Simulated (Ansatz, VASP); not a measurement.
## Two plane-wave programs on LiSi4

The input INCAR:

```
PREC = Accurate
ENCUT = 520
EDIFF = 1E-7
ISMEAR = 0
SIGMA = 0.1
LREAL = F
LASPH = T
NELM = 80
ALGO = Normal
ISIF = 2
LWAVE = F
LCHARG = T
GGA = PE
LELF = T
LVHAR = T
NBANDS = 18
```

The input KPOINTS:

```
Automatic mesh
0
Gamma
  6 6 6
```

The input POSCAR:

```
LiSi4
1.0
    1.7285443900     -5.6664892300      0.0000000000
    1.7285443900      5.6664892300      0.0000000000
    0.0000000000      0.0000000000      3.5958592300
Li Si
1 4
Direct
    0.5000000000      0.5000000000      0.0000000000
    0.0940261200      0.9059738800      0.5000000000
    0.9059738800      0.0940261200      0.5000000000
    0.1949989000      0.8050011000      0.0000000000
    0.8050011000      0.1949989000      0.0000000000
```

Input for Ansatz:

```yaml
crystal:
  lattice:
    - [1.72854439, -5.66648923, 0.0]
    - [1.72854439, 5.66648923, 0.0]
    - [0.0, 0.0, 3.59585923]
  atoms:
    - { symbol: Li, position: [0.5, 0.5, 0.0] }
    - { symbol: Si, position: [0.09402612, 0.90597388, 0.5] }
    - { symbol: Si, position: [0.90597388, 0.09402612, 0.5] }
    - { symbol: Si, position: [0.1949989, 0.8050011, 0.0] }
    - { symbol: Si, position: [0.8050011, 0.1949989, 0.0] }
basis:
  ecutwfc: 420
kpoints:
  mp_grid: { grid: [6, 6, 6] }
hamiltonian:
  xc: pbe
scf:
  occupations: { method: gaussian, width: 0.1 }
  lower_state_search: "off"
output:
  forces: true
  stress: true
  eigenvalues: true
```

Alike in both runs: task single point; functional PBE; k mesh 6 × 6 × 6; occupations gaussian, width 0.1 eV; no spin polarisation.

```csv
,VASP,Ansatz
version,VASP 6.6.1,Ansatz 0.2.0
potentials or method,"VASP PAW PBE potentials, release 64 (Li_sv, Si), cutoff 520 eV","scalar-relativistic, plane waves, PAW"
valence electrons in the cell,19,19
```

```csv
,VASP,Ansatz,Ansatz less VASP
gap on the k mesh at the Fermi level (eV),none,none,-
rms of the force components (eV/Å),0.390,0.390,+0.0003
```

Atom by atom the forces differ by 0.000 eV/Å (rms over components). A gap of «none» marks a metal or a gap that the smearing closes.

Noted on VASP's run: the cutoff is short for stress, so the pressure is rough.
